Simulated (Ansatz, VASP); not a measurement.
## C: VASP beside Ansatz

```
CELL_PARAMETERS angstrom
2.50421 0.00000 0.00000
-1.25210 2.16871 0.00000
0.00000 0.00000 4.23139
ATOMIC_POSITIONS crystal
C 0.33333 0.66667 0.99957
C 0.66667 0.33333 0.49957
C 0.33333 0.66667 0.37443
C 0.66667 0.33333 0.87443
```

Change from the starting cell: strained cell.

Alike in both runs: functional r2SCAN; k mesh 9 × 9 × 6; occupations gaussian, width 0.02 eV; no spin polarisation.

Ansatz relaxed the structure, and its values are those at the end. VASP's run is a single point on that final structure, the one shown.

```csv
,VASP,Ansatz
version,VASP 6.6.1,Ansatz 0.2.0
potentials or method,"VASP PAW PBE potentials, release 64 (C), cutoff 520 eV","scalar-relativistic, plane waves, PAW"
valence electrons in the cell,16,16
```

Ansatz gave:

- gap on the k mesh at the Fermi level (eV): 3.67
- least direct gap on the mesh (eV): 5.16
- pressure (GPa): -6.8
- rms of the force components (eV/Å): 0.000

Which values does VASP return?

gap on the k mesh at the Fermi level (eV): 3.63; least direct gap on the mesh (eV): 5.13; pressure (GPa): -5.7; rms of the force components (eV/Å): 0.009.

VASP's potentials were made for PBE, not for r2SCAN. Ansatz's warnings: stress scf threshold loose.
